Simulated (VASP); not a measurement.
# Cs (P6/mmm) in VASP: a series of runs

Runs on Cs. Level: PBEsol. Tasks: single point.

Everything below comes from runs of VASP 6.6.1. Logs are shortened: lines on timing, memory, paths and dates and some standing lists are left out, and cuts for length are marked.

## (1) The cell of the first run

The structure is hexagonal, space group P6/mmm (No. 191). Conventional cell: a = 8.477 Å, b = 8.477 Å, c = 5.046 Å, α = 90.00°, β = 90.00°, γ = 120.00°.

This isn't the form of Cs at room conditions, which is bcc.

## (2) Single point, PBEsol (104.66 Å³/atom)

The input, INCAR:

```
ALGO = Normal
EDIFF = 1E-7
ENCUT = 520
GGA = PS
ISIF = 2
ISMEAR = -1
LASPH = True
LCHARG = True
LELF = True
LREAL = False
LVHAR = True
LWAVE = False
NBANDS = 20
NELM = 60
PREC = Accurate
SIGMA = 0.1
```

The input, KPOINTS:

```
k-points
0
Gamma
  5 5 7
```

The input, POSCAR:

```
Cs
1.0
    8.4768257553      0.0000000000      0.0000000000
   -4.2384128777      7.3411464475      0.0000000000
    0.0000000000      0.0000000000      5.0456444673
Cs
3
Direct
    0.0000000000      0.0000000000      0.0000000000
    0.3333333333      0.6666666667      0.5000000000
    0.6666666667      0.3333333333      0.5000000000
```

Potentials or basis: VASP PAW PBE potentials, release 64 (Cs_sv).

The run is started by

```bash
cat potpaw_PBE.64/Cs_sv/POTCAR > POTCAR
mpirun -np 1 vasp_std > vasp.out
```

OUTCAR:

```text
EDIFF = 1E-7
   ENCUT = 520
   GGA = PS
   ISIF = 2
   ISMEAR = -1
   LASPH = True
   LREAL = False
   NELM = 60
   PREC = Accurate

 ion  position               nearest neighbor table
   1  0.000  0.000  0.000-
   2  0.333  0.667  0.500-
   3  0.667  0.333  0.500-

  LATTYP: Found a hexagonal cell.
 ALAT       =     8.4768257553
 C/A-ratio  =     0.5952280503

  Lattice vectors:

 A1 = (   8.4768257553,   0.0000000000,   0.0000000000)
 A2 = (  -4.2384128777,   7.3411464475,   0.0000000000)
 A3 = (   0.0000000000,   0.0000000000,   5.0456444673)

Analysis of symmetry for initial positions (statically):
=====================================================================
 Subroutine PRICEL returns:
 Original cell was already a primitive cell.

 Routine SETGRP: Setting up the symmetry group for a
 hexagonal supercell.

 Subroutine GETGRP returns: Found 24 space group operations
 (whereof 24 operations were pure point group operations)
 out of a pool of 24 trial point group operations.

The static configuration has the point symmetry D_6h.

Analysis of symmetry for dynamics (positions and initial velocities):
=====================================================================
 Subroutine PRICEL returns:
 Original cell was already a primitive cell.

 Routine SETGRP: Setting up the symmetry group for a
 hexagonal supercell.

 Subroutine GETGRP returns: Found 24 space group operations
 (whereof 24 operations were pure point group operations)
 out of a pool of 24 trial point group operations.

The dynamic configuration has the point symmetry D_6h.

 Subroutine INISYM returns: Found 24 space group operations
 (whereof 24 operations are pure point group operations),
 and found     1 'primitive' translations

----------------------------------------------------------------------------------------

                                     Primitive cell

  volume of cell :     313.9885

  direct lattice vectors                    reciprocal lattice vectors
     8.476825755  0.000000000  0.000000000     0.117968686  0.068109253  0.000000000
    -4.238412878  7.341146447  0.000000000     0.000000000  0.136218506  0.000000000
     0.000000000  0.000000000  5.045644467     0.000000000  0.000000000  0.198190738

  length of vectors
     8.476825755  8.476825755  5.045644467     0.136218506  0.136218506  0.198190738

  position of ions in fractional coordinates (direct lattice)
     0.000000000  0.000000000  0.000000000
     0.333333333  0.666666667  0.500000000
     0.666666667  0.333333333  0.500000000

  ion indices of the primitive-cell ions
   primitive index   ion index
                 1           1
                 2           2
                 3           3

----------------------------------------------------------------------------------------

 KPOINTS: k-points

Automatic generation of k-mesh.
 Grid dimensions read from file:
 generate k-points for:    5    5    7

 Generating k-lattice:

  Cartesian coordinates                     Fractional coordinates (reciprocal lattice)
     0.023593737  0.013621851  0.000000000     0.200000000  0.000000000  0.000000000
     0.000000000  0.027243701  0.000000000     0.000000000  0.200000000  0.000000000
     0.000000000  0.000000000  0.028312963     0.000000000  0.000000000  0.142857143

  Length of vectors
     0.027243701  0.027243701  0.028312963

  Shift w.r.t. Gamma in fractional coordinates (k-lattice)
     0.000000000  0.000000000  0.000000000

 Subroutine IBZKPT returns following result:
 ===========================================

 Found     20 irreducible k-points:

 Following reciprocal coordinates:
            Coordinates               Weight
  0.000000  0.000000  0.000000      1.000000
  0.200000  0.000000  0.000000      6.000000
  0.400000 -0.000000  0.000000      6.000000
  0.200000  0.200000  0.000000      6.000000
  0.400000  0.200000  0.000000      6.000000
  0.000000  0.000000  0.142857      2.000000
[... 12 lines left out ...]
  0.200000  0.200000  0.428571     12.000000
  0.400000  0.200000  0.428571     12.000000
   k-points           NKPTS =     20   k-points in BZ     NKDIM =     20   number of bands    NBANDS=     20
   number of dos      NEDOS =    301   number of ions     NIONS =      3
   total plane-waves  NPLWV = 163840
   dimension x,y,z NGX =    64 NGY =   64 NGZ =   40
   dimension x,y,z NGXF=   128 NGYF=  128 NGZF=   80
   ions per type =               3
   NGX,Y,Z   is equivalent  to a cutoff of  12.55, 12.55, 13.18 a.u.
   NGXF,Y,Z  is equivalent  to a cutoff of  25.10, 25.10, 26.36 a.u.
 SYSTEM =  unknown system
   PREC   = accura    normal or accurate (medium, high low for compatibility)
   ISTART =      0    job   : 0-new  1-cont  2-samecut
   ICHARG =      2    charge: 1-file 2-atom 10-const
   ISPIN  =      1    spin polarized calculation?
   LNONCOLLINEAR =      F non collinear calculations
   LSORBIT =      F    spin-orbit coupling
   LASPH  =      T    aspherical Exc in radial PAW
   ENCUT  =  520.0 eV  38.22 Ry    6.18 a.u.  15.76 15.76  9.38*2*pi/ulx,y,z
   NELM   =     60;   NELMIN=  2; NELMDL= -5     # of ELM steps
   EDIFF  = 0.1E-06   stopping-criterion for ELM
   LREAL  =      F    real-space projection
   EDIFFG = 0.1E-05   stopping-criterion for IOM
   NSW    =      0    number of steps for IOM
   IBRION =     -1    ionic relax: 0-MD 1-quasi-New 2-CG
   NFREE  =      0    steps in history (QN), initial steepest desc. (CG)
   ISIF   =      2    stress and relaxation
   ISYM   =      2    0-nonsym 1-usesym 2-fastsym
   POTIM  = 0.5000    time-step for ionic-motion
   TEBEG  =    0.0;   TEEND  =   0.0 temperature during run
   PSTRESS=    0.0 pullay stress
   NELECT =      27.0000    total number of electrons
   NUPDOWN=      -1.0000    fix difference up-down
   EMIN   =  10.00;   EMAX   =-10.00  energy-range for DOS
   EFERMI =   0.00;   METHOD = LEGACY
   ISMEAR =    -1;   SIGMA  =   0.10  broadening in eV -4-tet -1-fermi 0-gaus
   EFERMI_NEDOS =   21; number of points for ismear=-14 and -15
   IALGO  =     38    algorithm
   IMIX   =      4    mixing-type and parameters
     AMIX     =   0.40;   BMIX     =  1.00
     AMIX_MAG =   1.60;   BMIX_MAG =  1.00
  volume/ion in A,a.u.               =     104.66       706.30
  Fermi-wavevector in a.u.,A,eV,Ry     =   0.722589  1.365496  7.104081  0.522135
  Thomas-Fermi vector in A             =   1.812590
   LORBIT       =      0    0 simple, 1 ext, 2 COOP (PROOUT), +10 PAW based schemes
   GGA     = PS    functional components
   LHFCALC =     F    Hartree Fock is set to
   AEXX    =    0.0000 exact exchange contribution
   IVDW    =     0    specifies the selected vdW correction
   LEPSILON=     F    determine dielectric tensor
   LRPA    =     F    only Hartree local field effects (RPA)
 non-spin polarized calculation
  energy-cutoff  :      520.00
  volume of cell :      313.99
 maximum number of plane-waves:      8505
 NGX is ok and might be reduce to    64
   NGX = 31   NGY = 31   NGZ = 19

 number of electron      27.0000001 magnetization

 Free energy of the ion-electron system (eV)
  ---------------------------------------------------
  ext. energy  EPLUGINS =         0.00000000
  ---------------------------------------------------
  free energy    TOTEN  =        -2.86203749 eV

  energy without entropy =       -2.74377945  energy(sigma->0) =       -2.80290847

 E-fermi :   0.6020     XC(G=0):  -5.7265

 val. band max:        0.5881540285   @ k =   0.2000   0.2000   0.1429
 cond. band min:       0.6155818028   @ k =   0.2000   0.2000   0.1429
 fundamental gap:      0.0274277743
 Fermi energy:         0.6020081991

 k-point     1 :       0.0000    0.0000    0.0000
  band No.  band energies     occupation
      1     -23.2232      2.00000
      2     -23.2096      2.00000
      3     -23.1172      2.00000
      4     -10.0850      2.00000
      5     -10.0850      2.00000
      6      -9.9814      2.00000
[... 12 lines left out ...]
     19       1.6596      0.00005
     20       2.8515      0.00000

 k-point     2 :       0.2000    0.0000    0.0000
  band No.  band energies     occupation
      1     -23.2221      2.00000
      2     -23.2107      2.00000
      3     -23.1172      2.00000
      4     -10.0958      2.00000
      5     -10.0816      2.00000
      6      -9.9695      2.00000
[... 12 lines left out ...]
     19       2.2047      0.00000
     20       2.8646      0.00000

 k-point     3 :       0.4000   -0.0000    0.0000
  band No.  band energies     occupation
      1     -23.2194      2.00000
      2     -23.2134      2.00000
      3     -23.1173      2.00000
      4     -10.1098      2.00000
      5     -10.0608      2.00000
      6      -9.9823      2.00000
[... 12 lines left out ...]
     19       2.4119      0.00000
     20       2.4708      0.00000

 k-point     4 :       0.2000    0.2000    0.0000
  band No.  band energies     occupation
      1     -23.2200      2.00000
      2     -23.2127      2.00000
      3     -23.1173      2.00000
      4     -10.1026      2.00000
      5     -10.0719      2.00000
      6      -9.9784      2.00000
[... 12 lines left out ...]
     19       2.4323      0.00000
     20       2.5949      0.00000

 k-point     5 :       0.4000    0.2000    0.0000
  band No.  band energies     occupation
      1     -23.2177      2.00000
      2     -23.2150      2.00000
      3     -23.1173      2.00000
      4     -10.1055      2.00000
      5     -10.0494      2.00000
      6     -10.0109      2.00000
[... 12 lines left out ...]
     19       2.3536      0.00000
     20       2.3661      0.00000
[... 261 lines left out ...]
      6     -10.0601      2.00000
[... 12 lines left out ...]
     19       2.4738      0.00000
     20       2.5944      0.00000

 k-point    18 :       0.4000   -0.0000    0.4286
  band No.  band energies     occupation
      1     -23.2136      2.00000
      2     -23.2077      2.00000
      3     -23.1115      2.00000
      4     -10.0894      2.00000
      5     -10.0775      2.00000
      6     -10.0647      2.00000
[... 12 lines left out ...]
     19       1.9832      0.00000
     20       2.6236      0.00000

 k-point    19 :       0.2000    0.2000    0.4286
  band No.  band energies     occupation
      1     -23.2143      2.00000
      2     -23.2071      2.00000
      3     -23.1115      2.00000
      4     -10.0903      2.00000
      5     -10.0851      2.00000
      6     -10.0637      2.00000
[... 12 lines left out ...]
     19       2.2416      0.00000
     20       2.4938      0.00000

 k-point    20 :       0.4000    0.2000    0.4286
  band No.  band energies     occupation
      1     -23.2121      2.00000
      2     -23.2093      2.00000
      3     -23.1115      2.00000
      4     -10.0954      2.00000
      5     -10.0844      2.00000
      6     -10.0716      2.00000
[... 12 lines left out ...]
     19       2.1914      0.00000
     20       2.5925      0.00000

------------------------ aborting loop because EDIFF is reached ----------------------------------------

  FORCE on cell =-STRESS in cart. coord.  units (eV):
  Direction    XX          YY          ZZ          XY          YZ          ZX
  --------------------------------------------------------------------------------------
  -------------------------------------------------------------------------------------
  Total        0.1478871      0.1478871      0.1996970     -0.0000000     -0.0000000     -0.0000000
  in kB        0.7546179      0.7546179      1.0189862     -0.0000000     -0.0000000     -0.0000000
  external PRESSURE =       0.8427407 kB  Pullay stress =       0.0000000 kB

 VOLUME and BASIS-vectors are now :
 -----------------------------------------------------------------------------
  energy-cutoff  :      520.00
  volume of cell :      313.99
      direct lattice vectors                 reciprocal lattice vectors
     8.476825755  0.000000000  0.000000000     0.117968686  0.068109253  0.000000000
    -4.238412878  7.341146447  0.000000000     0.000000000  0.136218506  0.000000000
     0.000000000  0.000000000  5.045644467     0.000000000  0.000000000  0.198190738

 POSITION                                       TOTAL-FORCE (eV/Angst)
 -----------------------------------------------------------------------------------
      0.00000      0.00000      0.00000        -0.000000      0.000000      0.000000
     -0.00000      4.89410      2.52282         0.000000     -0.000000      0.000000
      4.23841      2.44705      2.52282        -0.000000      0.000000      0.000000
 -----------------------------------------------------------------------------------
    total drift:                                0.000000     -0.000000      0.000000

  FREE ENERGIE OF THE ION-ELECTRON SYSTEM (eV)
  ---------------------------------------------------
  free  energy   TOTEN  =        -2.8620374867 eV

  energy  without entropy=       -2.7437794514  energy(sigma->0) =       -2.80290847
```

Wall time 52 s (1 thread of AMD EPYC 9R45 (Zen 5), shared host); peak memory 0.43 GiB.

What came out:

```yaml
Free_energy: -2.8620 eV
Pressure: 0.1 GPa
Band_gap_on_the_k_mesh: zero (an odd number of electrons rules out a gap without spin polarisation)
```

Levels at points of the mesh, in eV from the Fermi level:
| k point | band 9 | band 10 | band 11 | band 12 | band 13 | band 14 | band 15 | band 16 | band 17 | band 18 |
| --- | --- | --- | --- | --- | --- | --- | --- | --- | --- | --- |
| (0.00, 0.00, 0.00) | -10.52 | -10.48 | -10.48 | -10.44 | -1.77 | 0.67 | 0.91 | 0.91 | 0.93 | 0.93 |

Caveat: the PAW data sets were made with another functional, which shifts forces and pressure a little; spin-orbit coupling is left out, which moves the levels of the heavy elements.

## (3) Single point, PBEsol (109.02 Å³/atom)

This run uses another cell than the first one, of 109.02 Å³/atom.

The input, INCAR:

```
PREC = Accurate ; ENCUT = 520
EDIFF = 1E-7 ; ISMEAR = -1
SIGMA = 0.1 ; LREAL = F
LASPH = T ; NELM = 80
ALGO = Normal ; ISIF = 2
LWAVE = F ; LCHARG = F
GGA = PS ; NBANDS = 20
```

The input, KPOINTS:

```
regular mesh
0
Gamma
  5 5 7
```

The input, POSCAR:

```
Cs
1.0
    8.5929610875      0.0000000000      0.0000000000
   -4.2964805438      7.4417225955      0.0000000000
    0.0000000000      0.0000000000      5.1147714747
Cs
3
Direct
    0.0000000000      0.0000000000      0.0000000000
    0.3333333333      0.6666666667      0.5000000000
    0.6666666667      0.3333333333      0.5000000000
```

Potentials or basis: VASP PAW PBE potentials, release 64 (Cs_sv).

The run is started by

```bash
cat potpaw_PBE.64/Cs_sv/POTCAR > POTCAR
mpirun -np 1 vasp_std > vasp.out
```

Run time: 52 s. Hardware: 1 thread of AMD EPYC 9R45 (Zen 5), shared host; peak memory 0.41 GiB.

It converged, with:

| Quantity | Value |
| --- | --- |
| Free energy | -2.8659 eV |
| Pressure | 0.0 GPa |
| Band gap on the k mesh | zero (an odd number of electrons rules out a gap without spin polarisation) |

Levels at points of the mesh, in eV from the Fermi level:
```
           k point  band 9  band 10  band 11  band 12  band 13  band 14  band 15  band 16  band 17  band 18
(0.00, 0.00, 0.00)  -10.55   -10.51   -10.51   -10.47    -1.73     0.68     0.90     0.90     0.91     0.91
```

Caveat: the PAW data sets were made with another functional, which shifts forces and pressure a little; spin-orbit coupling is left out, which moves the levels of the heavy elements.

## (4) Single point, PBEsol (113.38 Å³/atom)

This run uses another cell than the first one, of 113.38 Å³/atom.

The input, INCAR:

```
SYSTEM = Cs
PREC     = Accurate       ! precision mode
ENCUT    = 520            ! plane-wave cutoff, eV
EDIFF    = 1E-6           ! SCF threshold, eV
ISMEAR   = -1             ! smearing method
SIGMA    = 0.1            ! smearing width, eV
LREAL    = .False.        ! projectors in reciprocal space
LASPH    = .True.         ! aspherical terms in the spheres
NELM     = 100            ! most SCF steps
ALGO     = Normal         ! electronic algorithm
ISIF     = 2              ! what is computed and relaxed
LWAVE    = .False.        ! write WAVECAR
LCHARG   = .False.        ! write CHGCAR
GGA      = PS             ! functional
NBANDS   = 20             ! bands
```

The input, KPOINTS:

```
Automatic mesh
0
Gamma
  5 5 7
  0 0 0
```

The input, POSCAR:

```
Cs
1.0
    8.7060393324      0.0000000000      0.0000000000
   -4.3530196662      7.5396512282      0.0000000000
    0.0000000000      0.0000000000      5.1820788179
Cs
3
Direct
    0.0000000000      0.0000000000      0.0000000000
    0.3333333333      0.6666666667      0.5000000000
    0.6666666667      0.3333333333      0.5000000000
```

The run is started by

```bash
cat potpaw_PBE.64/Cs_sv/POTCAR > POTCAR
mpirun -np 1 vasp_std > vasp.out
```

Wall time 54 s (1 thread of AMD EPYC 9R45 (Zen 5), shared host); peak memory 0.42 GiB.

It converged, with:

```yaml
Free_energy: -2.8631 eV
Pressure: -0.1 GPa
Band_gap_on_the_k_mesh: zero (an odd number of electrons rules out a gap without spin polarisation)
```

Levels at points of the mesh, in eV from the Fermi level:
```csv
k point,band 10,band 11,band 12,band 13,band 14,band 15,band 16,band 17
"(0.00, 0.00, 0.00)",-10.54,-10.54,-10.50,-1.69,0.69,0.88,0.88,0.90
```

Caveat: the PAW data sets were made with another functional, which shifts forces and pressure a little; spin-orbit coupling is left out, which moves the levels of the heavy elements.

(Part 1 of 2 ends here.)
